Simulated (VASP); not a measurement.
A run of VASP 6.6.1 is set up as follows.

Contents of INCAR:

```
SYSTEM = BN
ALGO = Normal
EDIFF = 1E-6
ENCUT = 520
GGA = PE
ISIF = 2
ISMEAR = -1
LASPH = .True.
LCHARG = .False.
LREAL = .False.
LWAVE = .False.
NBANDS = 16
NELM = 100
PREC = Accurate
SIGMA = 0.05
```

KPOINTS

```
k-points
0
Gamma
  12 12 6
  0 0 0
```

File POSCAR:

```
BN
1.0
    2.2861350323      0.0000000000      0.0000000000
   -1.1430675162      1.9798510145      0.0000000000
    0.0000000000      0.0000000000      3.7979837296
B N
2 2
Direct
    0.3333333333      0.6666666667      0.0018888074
    0.6666666667      0.3333333333      0.5018888074
    0.3333333333      0.6666666667      0.3741111926
    0.6666666667      0.3333333333      0.8741111926
```

Potentials or basis: VASP PAW PBE potentials, release 64 (B, N).

Command:

```console
$ cat potpaw_PBE.64/B/POTCAR potpaw_PBE.64/N/POTCAR > POTCAR
$ mpirun -np 1 vasp_std > vasp.out
```

(1) Predict the pressure.

(2) Estimate the largest force.

(3) What does it give for the band gap on the k mesh?

Answers

(1) 222.2 GPa.

(2) 0.003 eV/Å.

(3) 4.19 eV, indirect (least direct gap 9.61 eV).
